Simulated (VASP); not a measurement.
# Fe (Im-3m) in VASP: further runs

The runs below take Fe through single point, with LDA.

Everything below comes from runs of VASP 6.6.1. Logs are shortened: lines on timing, memory, paths and dates and some standing lists are left out, and cuts for length are marked.

### Step 1. The cell of the first run

It takes space group Im-3m (No. 229, cubic). The conventional cell has a = 2.867 Å, b = 2.867 Å, c = 2.867 Å, α = 90.00°, β = 90.00°, γ = 90.00°. Fe (site symmetry m-3m) has 14 Fe at 2.48 to 2.87 Å within 3.3 Å.

### Step 2. Single point, LDA, collinear spin, ferromagnetic start (volume scaled by 0.98)

Contents of INCAR:

```
SYSTEM = Fe
PREC = Accurate
ENCUT = 520
EDIFF = 1E-6
ISMEAR = -1
SIGMA = 0.05
LREAL = .False.
LASPH = .True.
NELM = 150
ALGO = Fast
ISIF = 2
LWAVE = .False.
LCHARG = .True.
ISPIN = 2
MAGMOM = 3
LORBIT = 11
LMAXMIX = 4
GGA = CA
LELF = .True.
LVHAR = .True.
NBANDS = 14
```

Contents of KPOINTS:

```
Automatic mesh
0
Gamma
  13 13 13
  0 0 0
```

Contents of POSCAR:

```
Fe
1.0
   -1.4333151444      1.4333151444      1.4333151444
    1.4333151444     -1.4333151444      1.4333151444
    1.4333151444      1.4333151444     -1.4333151444
Fe
1
Direct
    0.0000000000      0.0000000000      0.0000000000
```

Potentials or basis: VASP PAW LDA potentials, release 64 (Fe).

Launch:

```console
$ cat potpaw_LDA.64/Fe/POTCAR > POTCAR
$ mpirun -np 1 vasp_std > vasp.out
```

OUTCAR:

```text
SYSTEM = Fe
   PREC = Accurate
   ENCUT = 520
   EDIFF = 1E-6
   ISMEAR = -1
   LREAL = .False.
   LASPH = .True.
   NELM = 150
   ISIF = 2
   ISPIN = 2
   LORBIT = 11
   GGA = CA

 ion  position               nearest neighbor table
   1  0.000  0.000  0.000-

  LATTYP: Found a body centered cubic cell.
 ALAT       =     2.8666302888

  Lattice vectors:

 A1 = (  -1.4333151444,   1.4333151444,   1.4333151444)
 A2 = (   1.4333151444,  -1.4333151444,   1.4333151444)
 A3 = (   1.4333151444,   1.4333151444,  -1.4333151444)

Analysis of symmetry for initial positions (statically):
=====================================================================
 Subroutine PRICEL returns:
 Original cell was already a primitive cell.

 Routine SETGRP: Setting up the symmetry group for a
 body centered cubic supercell.

 Subroutine GETGRP returns: Found 48 space group operations
 (whereof 48 operations were pure point group operations)
 out of a pool of 48 trial point group operations.

The static configuration has the point symmetry O_h .

Analysis of symmetry for dynamics (positions and initial velocities):
=====================================================================
 Subroutine PRICEL returns:
 Original cell was already a primitive cell.

 Routine SETGRP: Setting up the symmetry group for a
 body centered cubic supercell.

 Subroutine GETGRP returns: Found 48 space group operations
 (whereof 48 operations were pure point group operations)
 out of a pool of 48 trial point group operations.

The dynamic configuration has the point symmetry O_h .

Analysis of structural, dynamic, and magnetic symmetry:
=====================================================================
 Subroutine PRICEL returns:
 Original cell was already a primitive cell.

 Routine SETGRP: Setting up the symmetry group for a
 body centered cubic supercell.

 Subroutine GETGRP returns: Found 48 space group operations
 (whereof 48 operations were pure point group operations)
 out of a pool of 48 trial point group operations.

The overall configuration has the point symmetry O_h .

 Subroutine INISYM returns: Found 48 space group operations
 (whereof 48 operations are pure point group operations),
 and found     1 'primitive' translations

----------------------------------------------------------------------------------------

                                     Primitive cell

  volume of cell :      11.7784

  direct lattice vectors                    reciprocal lattice vectors
    -1.433315144  1.433315144  1.433315144     0.000000000  0.348841636  0.348841636
     1.433315144 -1.433315144  1.433315144     0.348841636  0.000000000  0.348841636
[... 117 lines left out ...]
  volume of cell :       11.78
 maximum number of plane-waves:       330
   NGX =  9   NGY =  9   NGZ =  9

 number of electron       7.9999998 magnetization       2.1253651

 Free energy of the ion-electron system (eV)
  ---------------------------------------------------
  ext. energy  EPLUGINS =         0.00000000
  ---------------------------------------------------
  free energy    TOTEN  =        -9.10829207 eV

  energy without entropy =       -9.09839501  energy(sigma->0) =       -9.10334354

 E-fermi :   5.3075     XC(G=0): -13.2159

 val. band max:        5.3050889216   @ k =  -0.2308   0.3077   0.1538
 cond. band min:       5.3095766702   @ k =   0.3846   0.0000   0.0000
 fundamental gap:      0.0044877486
 Fermi energy:         5.3075294348

 spin component 1

 k-point     1 :       0.0000    0.0000    0.0000
  band No.  band energies     occupation
      1      -2.9954      1.00000
      2       3.1060      1.00000
      3       3.1060      1.00000
      4       3.1060      1.00000
      5       4.3783      1.00000
      6       4.3783      1.00000
      7      29.8374      0.00000
      8      29.8374      0.00000
      9      29.8374      0.00000
     10      34.7416      0.00000
     11      34.7416      0.00000
     12      36.9249      0.00000
     13      36.9660      0.00000
     14      36.9671      0.00000
[... 379 lines left out ...]
      3       2.6923      1.00000
      4       4.3104      1.00000
      5       4.4770      1.00000
      6       5.4429      0.06256
      7      18.3088      0.00000
      8      22.3356      0.00000
      9      24.0119      0.00000
     10      31.4788      0.00000
     11      35.2973      0.00000
     12      37.5667      0.00000
     13      39.4118      0.00000
     14      42.6763      0.00000

 [... further k-points ...]

 spin component 2

 k-point     1 :       0.0000    0.0000    0.0000
  band No.  band energies     occupation
      1      -2.6462      1.00000
      2       4.8508      0.99989
      3       4.8508      0.99989
      4       4.8508      0.99989
      5       6.6170      0.00000
      6       6.6170      0.00000
      7      29.9629      0.00000
      8      29.9629      0.00000
      9      29.9629      0.00000
     10      35.1794      0.00000
     11      35.1794      0.00000
     12      37.8411      0.00000
     13      37.8415      0.00000
     14      37.8417      0.00000
[... 379 lines left out ...]
      3       4.1605      1.00000
      4       6.4667      0.00000
      5       6.7350      0.00000
      6       7.2460      0.00000
      7      19.1357      0.00000
      8      22.9090      0.00000
      9      24.7049      0.00000
     10      31.8238      0.00000
     11      35.9451      0.00000
     12      37.9952      0.00000
     13      39.8829      0.00000
     14      43.2598      0.00000

 [... further k-points ...]
[... 5 lines left out ...]
  --------------------------------------------------------------------------------------
  -------------------------------------------------------------------------------------
  Total       -1.8026916     -1.8026916     -1.8026916     -0.0000000     -0.0000000      0.0000000
  in kB     -245.2149632   -245.2149632   -245.2149632     -0.0000000     -0.0000000      0.0000000
  external PRESSURE =    -245.2149632 kB  Pullay stress =       0.0000000 kB

 VOLUME and BASIS-vectors are now :
 -----------------------------------------------------------------------------
  energy-cutoff  :      520.00
  volume of cell :       11.78
      direct lattice vectors                 reciprocal lattice vectors
    -1.433315144  1.433315144  1.433315144     0.000000000  0.348841636  0.348841636
     1.433315144 -1.433315144  1.433315144     0.348841636  0.000000000  0.348841636
     1.433315144  1.433315144 -1.433315144     0.348841636  0.348841636  0.000000000

 POSITION                                       TOTAL-FORCE (eV/Angst)
 -----------------------------------------------------------------------------------
      0.00000      0.00000      0.00000         0.000000      0.000000      0.000000
 -----------------------------------------------------------------------------------
    total drift:                                0.000000      0.000000      0.000000

  FREE ENERGIE OF THE ION-ELECTRON SYSTEM (eV)
  ---------------------------------------------------
  free  energy   TOTEN  =        -9.1082920674 eV

  energy  without entropy=       -9.0983950090  energy(sigma->0) =       -9.10334354

 total charge

# of ion       s       p       d       tot
------------------------------------------
    1        0.473   0.503   6.231   7.207

 magnetization (x)

# of ion       s       p       d       tot
------------------------------------------
    1       -0.012  -0.039   2.158   2.107
```

Wall time 16 s (1 thread of Intel Xeon 6975P-C, shared host); peak memory 0.13 GiB.

Results:

```
Free energy                                           : -9.1083 eV
Pressure                                              : -24.5 GPa
Net moment                                            : 2.13 μB per cell
Site moments                                          : Fe +2.11 μB
Valence electrons inside the program's atomic spheres : Fe 7.21
```

Levels at points of the mesh, in eV from the Fermi level:
Spin up:
```tsv
k point	band 1	band 2	band 3	band 4	band 5	band 6	band 7	band 8	band 9	band 10
(0.00, 0.00, 0.00)	-8.30	-2.20	-2.20	-2.20	-0.93	-0.93	24.53	24.53	24.53	29.43
```
Spin down:
```tsv
k point	band 1	band 2	band 3	band 4	band 5	band 6
(0.00, 0.00, 0.00)	-7.95	-0.46	-0.46	-0.46	1.31	1.31
```

Caveat: the cell differs from its parent crystal (volume scaled by 0.98).

### Step 3. Single point, LDA, collinear spin, ferromagnetic start

This run uses another cell than the first one, of 12.02 Å³/atom, 1.020 times its volume.

Contents of INCAR:

```
PREC     = Accurate       # precision mode
ENCUT    = 520            # plane-wave cutoff, eV
EDIFF    = 1E-6           # SCF threshold, eV
ISMEAR   = -1             # smearing method
SIGMA    = 0.05           # smearing width, eV
LREAL    = F              # projectors in reciprocal space
LASPH    = T              # aspherical terms in the spheres
NELM     = 150            # most SCF steps
ALGO     = Normal         # electronic algorithm
ISIF     = 2              # what is computed and relaxed
LWAVE    = F              # write WAVECAR
LCHARG   = F              # write CHGCAR
ISPIN    = 2              # spin polarisation
MAGMOM   = 3              # initial moments
LORBIT   = 11             # projections on sites
LMAXMIX  = 4              # l up to which the mixer works
GGA      = CA             # functional
NBANDS   = 14             # bands
```

Contents of KPOINTS:

```
Automatic mesh
0
Gamma
  13 13 13
```

Contents of POSCAR:

```
Fe
1.0
   -1.4430000000      1.4430000000      1.4430000000
    1.4430000000     -1.4430000000      1.4430000000
    1.4430000000      1.4430000000     -1.4430000000
Fe
1
Direct
    0.0000000000      0.0000000000      0.0000000000
```

Potentials or basis: VASP PAW LDA potentials, release 64 (Fe).

Launch:

```console
$ cat potpaw_LDA.64/Fe/POTCAR > POTCAR
$ mpirun -np 1 vasp_std > vasp.out
```

Wall time 22 s (1 thread of Intel Xeon 6975P-C, shared host); peak memory 0.14 GiB.

The run converged. Its results:

| Property | Result |
| --- | --- |
| Free energy | -9.0699 eV |
| Pressure | -26.7 GPa |
| Net moment | 2.16 μB per cell |
| Site moments | Fe +2.15 μB |
| Valence electrons inside the program's atomic spheres | Fe 7.17 |

Levels at points of the mesh, in eV from the Fermi level:
Spin up:
```csv
k point,band 1,band 2,band 3,band 4,band 5,band 6,band 7,band 8,band 9,band 10
"(0.00, 0.00, 0.00)",-8.17,-2.16,-2.16,-2.16,-0.92,-0.92,24.35,24.35,24.35,29.13
```
Spin down:
```
           k point  band 1  band 2  band 3  band 4  band 5  band 6  band 7
(0.00, 0.00, 0.00)   -7.82   -0.38   -0.38   -0.38    1.35    1.35   24.47
```
